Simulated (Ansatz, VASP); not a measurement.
FeO in VASP and in Ansatz

Contents of INCAR:

```
ALGO = Normal
EDIFF = 1E-6
ENCUT = 520
GGA = PE
ISIF = 2
ISMEAR = -1
ISPIN = 2
LASPH = True
LCHARG = False
LMAXMIX = 4
LORBIT = 11
LREAL = False
LWAVE = False
MAGMOM = 0.8 0
NBANDS = 18
NELM = 150
NUPDOWN = 0.8
PREC = Accurate
SIGMA = 0.05
```

The input KPOINTS:

```
k-points
0
Gamma
  9 9 9
```

File POSCAR:

```
FeO
1.0
    0.0000000000      2.1554000000      2.1554000000
    2.1554000000      0.0000000000      2.1554000000
    2.1554000000      2.1554000000      0.0000000000
Fe O
1 1
Direct
    0.0000000000      0.0000000000      0.0000000000
    0.5000000000      0.5000000000      0.5000000000
```

The input input.yaml:

```yaml
crystal:
  lattice:
    - [0.0, 2.1554, 2.1554]
    - [2.1554, 0.0, 2.1554]
    - [2.1554, 2.1554, 0.0]
  atoms:
    - { symbol: Fe, position: [0.0, 0.0, 0.0], spin: 0.8 }
    - { symbol: O, position: [0.5, 0.5, 0.5] }
hamiltonian:
  xc: pbe
  pseudopotentials: { kind: paw }
magnetization:
  spin_polarized: true
  initial_magnetization: 0.8
  spin_locking: { lock_magnetization: hard }
kpoints:
  mp_grid: { grid: [9, 9, 9] }
scf:
  occupations: { method: fermi_dirac, width: 0.05 }
  lower_state_search: "off"
output:
  forces: true
  stress: true
  eigenvalues: true
```

Alike in both runs: task single point; functional PBE; k mesh 9 × 9 × 9; occupations fermi-dirac, width 0.05 eV; collinear spin; fixed moment 0.8 μB.

|  | VASP | Ansatz |
| --- | --- | --- |
| version | VASP 6.6.1 | Ansatz 0.2.0 |
| potentials or method | VASP PAW PBE potentials, release 64 (Fe, O) | Ansatz PAW |
| plane-wave cutoff (eV) | 520 | 420 |
| valence electrons in the cell | 14 | 22 |

Ansatz gave:

* pressure (GPa): -22.9
* net moment per atom (μB): 0.40
* size of the moment on the site where the two differ most (μB): 0.75

Problem. Estimate VASP's values.

Solution. Pressure (GPa): -22.8; net moment per atom (μB): 0.40; size of the moment on the site where the two differ most (μB): 0.78.

Site moments also hang on the region over which each program counts them. The functional is the same, so the differences come from potentials, cutoffs and numerics. VASP's potentials hold 14 valence electrons a cell and Ansatz's 22, so a difference there can come from the potentials and not from the codes.
